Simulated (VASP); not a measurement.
A run of VASP 6.6.1 is set up as follows.

INCAR

```
SYSTEM = PbO2
  PREC = Accurate
  ENCUT = 520
  EDIFF = 1E-7
  ISMEAR = 0
  SIGMA = 0.1
  LREAL = .False.
  LASPH = .True.
  NELM = 100
  ALGO = Normal
  ISIF = 2
  LWAVE = .False.
  LCHARG = .True.
  GGA = PE
  LELF = .True.
  LVHAR = .True.
  NBANDS = 35
```

The input KPOINTS:

```
regular mesh
0
Gamma
  8 8 10
  0 0 0
```

Contents of POSCAR:

```
PbO2
1.0
    5.1889587881      0.0000000000      0.0000000000
    0.0000000000      5.1889587881      0.0000000000
    0.0000000000      0.0000000000      3.2882336811
Pb O
2 4
Direct
    0.0000000000      0.0000000000      0.0000000000
    0.5000000000      0.5000000000      0.5000000000
    0.3074235518      0.3074235518      0.0000000000
    0.1925764482      0.8074235518      0.5000000000
    0.6925764482      0.6925764482      0.0000000000
    0.8074235518      0.1925764482      0.5000000000
```

Potentials or basis: VASP PAW PBE potentials, release 64 (Pb_d, O).

Launch:

```sh
$ cat potpaw_PBE.64/Pb_d/POTCAR potpaw_PBE.64/O/POTCAR > POTCAR
$ mpirun -np 1 vasp_std > vasp.out
```

(1) Predict the pressure.

(2) What does it give for the largest force?

## Answers

(1) 2.9 GPa.

(2) 0.023 eV/Å.

Caveat: the cell differs from its parent crystal (uniaxial strain along c: -4.5 %, then relaxed in part).
